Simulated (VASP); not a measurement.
Wanted: the native input for a VASP 6.6.1 run.

| Quantity | Value |
| --- | --- |
| Task | single point |
| Functional | PBE |
| Potentials or basis | VASP PAW PBE potentials, release 64 (Se, Li_sv) |
| Cutoff | 750 eV |
| k mesh | 8 × 8 × 8 |
| Occupations | gaussian, width 0.01 eV |
| Spin | non-collinear spin, zero start, spin-orbit coupling |
| Starting moments | [[0.0, 0.0, 0.0], [0.0, 0.0, 0.0], [0.0, 0.0, 0.0]] μB |
| Dipole correction | no |
| Further INCAR settings | ALGO = Normal; EDIFF = 1e-06; NBANDS = 25 |

The structure of Li2Se lies in POSCAR:

```
Li2Se
1.0
    0.0000000000      2.9935209417      2.9935209417
    2.9935209417      0.0000000000      2.9935209417
    2.9935209417      2.9935209417      0.0000000000
Se Li
1 2
Direct
    0.0000000000      0.0000000000      0.0000000000
    0.2500000000      0.2500000000      0.2500000000
    0.7500000000      0.7500000000      0.7500000000
```

These files were run (other wordings do the same):

INCAR

```
PREC     = Accurate       # precision mode
ENCUT    = 750            # plane-wave cutoff, eV
EDIFF    = 1E-6           # SCF threshold, eV
ISMEAR   = 0              # smearing method
SIGMA    = 0.01           # smearing width, eV
LREAL    = False          # projectors in reciprocal space
LASPH    = True           # aspherical terms in the spheres
NELM     = 200            # most SCF steps
ALGO     = Normal         # electronic algorithm
ISIF     = 2              # what is computed and relaxed
LWAVE    = False          # write WAVECAR
LCHARG   = False          # write CHGCAR
MAGMOM   = 0 0 0 0 0 0 0 0 0 # initial moments
LORBIT   = 11             # projections on sites
LSORBIT  = True           # spin-orbit coupling
GGA_COMPAT= False        
LORBMOM  = True         
GGA      = PE             # functional
NBANDS   = 25             # bands
```

KPOINTS

```
regular mesh
0
Gamma
  8 8 8
```

Potentials or basis: VASP PAW PBE potentials, release 64 (Se, Li_sv).

Command:

```bash
$ cat potpaw_PBE.64/Se/POTCAR potpaw_PBE.64/Li_sv/POTCAR > POTCAR
$ mpirun -np 1 vasp_ncl > vasp.out
```

Results of the run:

| Quantity | Value |
| --- | --- |
| Pressure | 0.3 GPa |
| Net moment | 0.00 μB per cell |
| Valence electrons inside the program's atomic spheres | Se 3.93; Li 2.07 |

Caveat: the structure was generated, so it needn't be the stable form of Li2Se.

It took 100 s on 1 thread of AMD EPYC 9R45 96-Core Processor (Zen 5) (shared host), peak memory 0.48 GiB.
